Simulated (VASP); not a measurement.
# BN (P1) in VASP: notebook, part 2 of 2

VASP 6.6.1. Earlier steps stand in the parts before.

### Step 3. Single point, PBE+D3(BJ) (dynamics (nvt langevin) at 1800 K, volume x 1.06, from the last frame before)

Contents of INCAR:

```
PREC     = Accurate       # precision mode
ENCUT    = 520            # plane-wave cutoff, eV
EDIFF    = 1E-7           # SCF threshold, eV
ISMEAR   = -1             # smearing method
SIGMA    = 0.1551         # smearing width, eV
LREAL    = Auto         
LASPH    = T              # aspherical terms in the spheres
NELM     = 100            # most SCF steps
ALGO     = Normal         # electronic algorithm
ISIF     = 2              # what is computed and relaxed
LWAVE    = F              # write WAVECAR
LCHARG   = T              # write CHGCAR
GGA      = PE             # functional
IVDW     = 12             # dispersion correction
LELF     = T              # ELF
LVHAR    = T            
NBANDS   = 46             # bands
```

Contents of KPOINTS:

```
Automatic mesh
0
Gamma
  3 3 2
  0 0 0.5
```

Contents of POSCAR:

```
BN
1.0
    2.5531020490     -4.4221024657      0.0000000000
    2.5531020489      4.4221024657      0.0000000000
    0.0000000000      0.0000000000      6.7918449327
B N
8 8
Direct
    0.3733013500      0.1411183538      0.2352147341
    0.8607132581      0.1663060109      0.2504974741
    0.3628117756      0.6423858040      0.2648000680
    0.8842671549      0.6723247571      0.2691155375
    0.7236835460      0.3616835670      0.7770410032
    0.2130833194      0.3294829288      0.7618530828
    0.7111872559      0.8503002694      0.7337724947
    0.2444387964      0.8663511155      0.7803561554
    0.3839842649      0.1963337058      0.7974559275
    0.8579377940      0.1638611588      0.7475574090
    0.3703259936      0.6713511305      0.7248799183
    0.8922029244      0.7144625834      0.7561185585
    0.7130314848      0.3362211298      0.2560653279
    0.2533674494      0.3390698959      0.2304204550
    0.7263585254      0.8394809606      0.2736278608
    0.2006118977      0.8090527967      0.2665188940
```

Potentials or basis: VASP PAW PBE potentials, release 64 (B, N).

The run is started by

```sh
$ cat potpaw_PBE.64/B/POTCAR potpaw_PBE.64/N/POTCAR > POTCAR
$ mpirun -np 1 vasp_std > vasp.out
```

OUTCAR:

```text
PREC = Accurate
   ENCUT = 520
   EDIFF = 1E-7
   ISMEAR = -1
   LREAL = Auto
   LASPH = T
   NELM = 100
   ISIF = 2
   GGA = PE
   IVDW = 12
 IVDW          = 12

 ion  position               nearest neighbor table
   1  0.373  0.141  0.235-  14 1.42  16 1.48  13 1.51
   2  0.861  0.166  0.250-  13 1.41  15 1.46  14 1.75
   3  0.363  0.642  0.265-  14 1.38  16 1.45  15 1.61
   4  0.884  0.672  0.269-  16 1.40  15 1.44  13 1.49
   5  0.724  0.362  0.777-  10 1.49   9 1.51  12 1.57
   6  0.213  0.329  0.762-   9 1.37  11 1.53  10 1.57
[... 8 lines left out ...]
  15  0.726  0.839  0.274-   4 1.44   2 1.46   3 1.61
  16  0.201  0.809  0.267-   4 1.40   3 1.45   1 1.48

  LATTYP: Found a hexagonal cell.
 ALAT       =     5.1062040979
 C/A-ratio  =     1.3301162277

  Lattice vectors:

 A1 = (   2.5531020490,  -4.4221024657,   0.0000000000)
 A2 = (   2.5531020489,   4.4221024657,   0.0000000000)
 A3 = (   0.0000000000,   0.0000000000,   6.7918449327)

Analysis of symmetry for initial positions (statically):
=====================================================================
 Subroutine PRICEL returns:
 Original cell was already a primitive cell.

 Routine SETGRP: Setting up the symmetry group for a
 hexagonal supercell.

 Subroutine GETGRP returns: Found  1 space group operations
 (whereof  1 operations were pure point group operations)
 out of a pool of 24 trial point group operations.

The static configuration has the point symmetry C_1 .

Analysis of symmetry for dynamics (positions and initial velocities):
=====================================================================
 Subroutine PRICEL returns:
 Original cell was already a primitive cell.

 Routine SETGRP: Setting up the symmetry group for a
 hexagonal supercell.
[... 137 lines left out ...]
     AMIX_MAG =   1.60;   BMIX_MAG =  1.00
  volume/ion in A,a.u.               =       9.59        64.68
  Fermi-wavevector in a.u.,A,eV,Ry     =   1.223385  2.311863 20.363452  1.496672
  Thomas-Fermi vector in A             =   2.358498
   LORBIT       =      0    0 simple, 1 ext, 2 COOP (PROOUT), +10 PAW based schemes
   GGA     = PE    functional components
   LHFCALC =     F    Hartree Fock is set to
   AEXX    =    0.0000 exact exchange contribution
   IVDW    =    12    specifies the selected vdW correction
   LEPSILON=     F    determine dielectric tensor
   LRPA    =     F    only Hartree local field effects (RPA)
 non-spin polarized calculation
  energy-cutoff  :      520.00
  volume of cell :      153.36
 maximum number of plane-waves:      4147
 NGX is ok and might be reduce to    40
   NGX = 19   NGY = 19   NGZ = 25

 number of electron      63.9999996 magnetization

 Free energy of the ion-electron system (eV)
  ---------------------------------------------------
  ext. energy  EPLUGINS =         0.00000000
  ---------------------------------------------------
  free energy    TOTEN  =      -137.03090709 eV

  energy without entropy =     -137.03089531  energy(sigma->0) =     -137.03090120

 E-fermi :   3.9226     XC(G=0):  -9.8306

 val. band max:        1.9185246668   @ k =  -0.3333  -0.3333   0.2500
 cond. band min:       5.7568335211   @ k =   0.0000   0.0000   0.2500
 fundamental gap:      3.8383088543
 Fermi energy:         3.9225992990

 k-point     1 :       0.0000    0.0000    0.2500
  band No.  band energies     occupation
      1     -15.5586      2.00000
      2     -15.3664      2.00000
      3     -13.0024      2.00000
      4     -12.9271      2.00000
      5     -12.4841      2.00000
      6     -12.3355      2.00000
[... 412 lines left out ...]
     43      10.8099      0.00000
     44      11.6614      0.00000
 [bands above 44 left out]

------------------------ aborting loop because EDIFF is reached ----------------------------------------

 Edisp (eV)   -2.11532

 E8    (eV) :    -0.6183

  FORCE on cell =-STRESS in cart. coord.  units (eV):
  Direction    XX          YY          ZZ          XY          YZ          ZX
  --------------------------------------------------------------------------------------
  -------------------------------------------------------------------------------------
  Total     -16.89265   -11.19961    -2.03851     0.34402    -0.58574     0.37359
  in kB    -176.47925  -117.00352   -21.29657     3.59401    -6.11932     3.90291
  external pressure =     -104.93 kB  Pullay stress =        0.00 kB

 VOLUME and BASIS-vectors are now :
 -----------------------------------------------------------------------------
  energy-cutoff  :      520.00
  volume of cell :      153.36
      direct lattice vectors                 reciprocal lattice vectors
     2.553102049 -4.422102466  0.000000000     0.195840194 -0.113068389  0.000000000
     2.553102049  4.422102466  0.000000000     0.195840194  0.113068389  0.000000000
     0.000000000  0.000000000  6.791844933     0.000000000  0.000000000  0.147235399

 POSITION                                       TOTAL-FORCE (eV/Angst)
 -----------------------------------------------------------------------------------
      1.31337     -1.02674      1.59754         1.964577     -0.019020      1.741187
      2.62209     -3.07074      1.70134         1.725319     -3.805674      0.295547
      2.56637      1.23631      1.79848         3.891984     -1.315181     -0.317239
      3.97414     -0.93723      1.82779        -2.039585      0.485390     -0.514297
      2.77105     -1.60080      5.27754         0.681420      0.828613     -1.294391
      1.38523      0.51473      5.17439        -0.008545      5.073809     -0.891287
[... 8 lines left out ...]
      3.99775      0.50024      1.85844        -1.475583      2.262435     -0.448813
      2.57778      2.69059      1.81015         2.598934     -0.266008     -0.713240
 -----------------------------------------------------------------------------------
    total drift:                                0.000192     -0.000287      0.000583

  FREE ENERGIE OF THE ION-ELECTRON SYSTEM (eV)
  ---------------------------------------------------
  free  energy   TOTEN  =      -139.1462227916 eV

  energy  without entropy=     -139.1462110067  energy(sigma->0) =     -139.14621690
```

stdout:

```text
POSCAR found type information on POSCAR B N
 POSCAR found :  2 types and      16 ions
 scaLAPACK will be used
 LDA part: xc-table for (Slater+PW92), standard interpolation
 POSCAR, INCAR and KPOINTS ok, starting setup
 FFT: planning ... GRIDC
 FFT: planning ... GRID_SOFT
 FFT: planning ... GRID
 WAVECAR not read
 entering main loop
```

It took 56 s on 1 thread of Intel Xeon 6975P-C (Granite Rapids), shared host; peak memory 0.29 GiB.

Results:

| Property | Result |
| --- | --- |
| Free energy | -139.1462 eV |
| Pressure | -10.5 GPa |
| Largest force | 6.379 eV/Å |
| Band gap on the k mesh | 3.84 eV, indirect (least direct gap 3.86 eV) |
| Dispersion energy per atom | -0.132 eV |

Forces on the atoms (eV/Å):
```
B    1.965 -0.019  1.741
B    1.725 -3.806  0.296
B    3.892 -1.315 -0.317
B   -2.040  0.485 -0.514
B    0.681  0.829 -1.294
B   -0.009  5.074 -0.891
B   -2.021  0.076  0.900
B   -3.141  1.662 -2.174
N    0.704 -4.032 -0.299
N    4.737  1.210  0.819
N    0.817 -0.345  1.860
N   -1.817 -4.594  0.982
N   -1.089 -0.375 -0.380
N   -5.528  3.154  0.434
N   -1.476  2.262 -0.449
N    2.599 -0.266 -0.713
```

Levels at points of the mesh, in eV from the valence-band top:
```tsv
k point	band 30	band 31	band 32	band 33	band 34	band 35
(0.00, 0.00, 0.25)	-0.38	-0.14	-0.02	3.84	4.01	4.46
```

Caveat: the k points lie up to 0.47 Å⁻¹ apart; forces of over 1 eV/Å act on the atoms, so gaps and moduli don't describe the material at rest.

### Step 4. Single point, PBE+D3(BJ) (dynamics (nvt langevin) at 1800 K, volume x 1.06, from the last frame before)

Contents of INCAR:

```
SYSTEM = BN
PREC = Accurate
ENCUT = 520
EDIFF = 1E-6
ISMEAR = -1
SIGMA = 0.1551
LREAL = Auto
LASPH = .TRUE.
NELM = 100
ALGO = Normal
ISIF = 2
LWAVE = .FALSE.
LCHARG = .FALSE.
GGA = PE
IVDW = 12
NBANDS = 46
```

KPOINTS is that of step 3.

Contents of POSCAR:

```
BN
1.0
    2.5531020490     -4.4221024657      0.0000000000
    2.5531020489      4.4221024657      0.0000000000
    0.0000000000      0.0000000000      6.7918449327
B N
8 8
Direct
    0.3502607067      0.1328978104      0.2255865697
    0.8563833426      0.1660732415      0.2795605640
    0.3493598819      0.6605523545      0.2537329720
    0.8559330879      0.6636939875      0.2674850527
    0.6949397865      0.3465211300      0.7382335801
    0.1285484187      0.2897979613      0.7755972129
    0.6598672415      0.8163299209      0.8093716883
    0.1639621155      0.8410149480      0.7395531037
    0.3362067823      0.1636024598      0.7374298220
    0.8185308616      0.1428764589      0.7720616492
    0.3251335027      0.6627075439      0.7860023385
    0.8303739385      0.6485199434      0.7506896949
    0.6960920529      0.3246791305      0.2276521351
    0.1905211283      0.3240019792      0.2467426769
    0.6957021582      0.8316754887      0.2998830244
    0.1902699622      0.8143036705      0.2233563951
```

The run is started by

```sh
$ cat potpaw_PBE.64/B/POTCAR potpaw_PBE.64/N/POTCAR > POTCAR
$ mpirun -np 1 vasp_std > vasp.out
```

It took 51 s on 1 thread of Intel Xeon 6975P-C (Granite Rapids), shared host; peak memory 0.29 GiB.

It converged, with:

```yaml
Free_energy: -138.8132 eV
Pressure: -13.0 GPa
Largest_force: 6.793 eV/Å
Band_gap_on_the_k_mesh: 3.03 eV, direct
Dispersion_energy_per_atom: -0.133 eV
```

Forces in eV/Å, atoms in the order of the input:
```
B    3.523  2.709  1.237
B    0.412 -1.436 -2.167
B    0.243 -3.917  0.513
B   -0.971 -0.662 -1.716
B   -6.356 -0.351  1.608
B    6.583 -1.357 -0.980
B   -2.134  0.685 -4.226
B   -0.294 -3.170  2.093
N    0.061  1.123  0.432
N   -0.447  0.631  0.313
N   -1.369 -0.907 -0.253
N    4.005  3.240  0.905
N   -0.955  1.504  1.820
N   -0.374 -0.930  0.511
N   -1.121  0.602 -1.401
N   -0.807  2.235  1.310
```

Stress tensor (GPa, compression positive):
```
-15.08   2.40  -0.44
  2.40 -19.55  -1.21
 -0.44  -1.21  -4.35
```

Levels at points of the mesh, in eV from the valence-band top:
```
           k point  band 29  band 30  band 31  band 32  band 33  band 34  band 35  band 36
(0.00, 0.00, 0.25)    -0.86    -0.59    -0.25     0.00     3.03     3.85     4.13     4.31
```

Caveat: the k points lie up to 0.47 Å⁻¹ apart; forces of over 1 eV/Å act on the atoms, so gaps and moduli don't describe the material at rest. A k mesh can miss the band edges.
